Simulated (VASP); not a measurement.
A run of VASP 6.6.1 is set up as follows.

Contents of POSCAR:

```
Al
1.0
   -2.8221979689      0.0000000000      0.0000000000
   -1.4110989845     -2.4440951356      0.0000000000
    0.0000000000      0.0000000000     21.5241186883
Al
8
Direct
    1.0000000000      1.0000000000      0.6992549452
    1.0000000000      1.0000000000      0.2689442097
    0.3333333333      0.3333333333      0.8068326291
    0.3333333333      0.3333333333      0.3765218936
    1.0000000000      1.0000000000      0.0537888419
    1.0000000000      1.0000000000      0.4840995775
    0.6666666667      0.6666666667      0.1613665258
    0.6666666667      0.6666666667      0.5916772613
```

File INCAR.step1:

```
ALGO = Normal ; EDIFF = 1E-4
ENCUT = 520 ; GGA = PE
ISMEAR = 0 ; LASPH = True
LCHARG = False ; LREAL = False
LWAVE = True ; NBANDS = 22
NELM = 100 ; PREC = Accurate
SIGMA = 0.15
```

INCAR.step2

```
ALGO = Normal ; EDIFF = 1E-7
ENCUT = 520 ; ISIF = 2
ISMEAR = 0 ; ISTART = 1
LASPH = True ; LCHARG = False
LMIXTAU = True ; LREAL = False
LWAVE = False ; METAGGA = R2SCAN
NBANDS = 22 ; NELM = 100
PREC = Accurate ; SIGMA = 0.15
```

File KPOINTS:

```
k-points
0
Gamma
  19 19 3
```

Potentials or basis: VASP PAW PBE potentials, release 64 (Al).

Launch:

```sh
$ cat potpaw_PBE.64/Al/POTCAR > POTCAR
$ cp INCAR.step1 INCAR
$ mpirun -np 1 vasp_std > vasp.out
$ cp INCAR.step2 INCAR
$ mpirun -np 1 vasp_std > vasp.out
```

(1) Predict the largest force.

(2) What does it give for the pressure?

## Answers

(1) 0.121 eV/Å.

(2) -1.1 GPa.

Caveat: the cell differs from its parent crystal (the distance across one plane changed); the PAW data sets were made with another functional, which shifts forces and pressure a little.
